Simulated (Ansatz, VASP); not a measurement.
InSb in VASP and in Ansatz

```
CELL_PARAMETERS angstrom
0.00000 3.22161 3.22161
3.22161 0.00000 3.22161
3.22161 3.22161 0.00000
ATOMIC_POSITIONS crystal
In 0.00000 0.00000 0.00000
Sb 0.25000 0.25000 0.25000
```

Alike in both runs: task single point; functional PBE; k mesh 6 × 6 × 6; occupations gaussian, width 0.05 eV; no spin polarisation.

|  | VASP | Ansatz |
| --- | --- | --- |
| version | VASP 6.6.1 | Ansatz 0.2.0 |
| potentials or method | VASP PAW PBE potentials, release 64 (In_d, Sb), cutoff 520 eV | scalar-relativistic, plane waves, PAW |
| valence electrons in the cell | 18 | 28 |

|  | VASP | Ansatz | Ansatz less VASP |
| --- | --- | --- | --- |
| gap on the k mesh at the Fermi level (eV) | none | none | - |
| pressure (GPa) | 4.1 | 4.1 | +0.02 |

A gap of «none» marks a metal or a gap that the smearing closes. VASP's potentials hold 18 valence electrons a cell and Ansatz's 28, so a difference there can come from the potentials and not from the codes.

Spin-orbit coupling is off throughout.
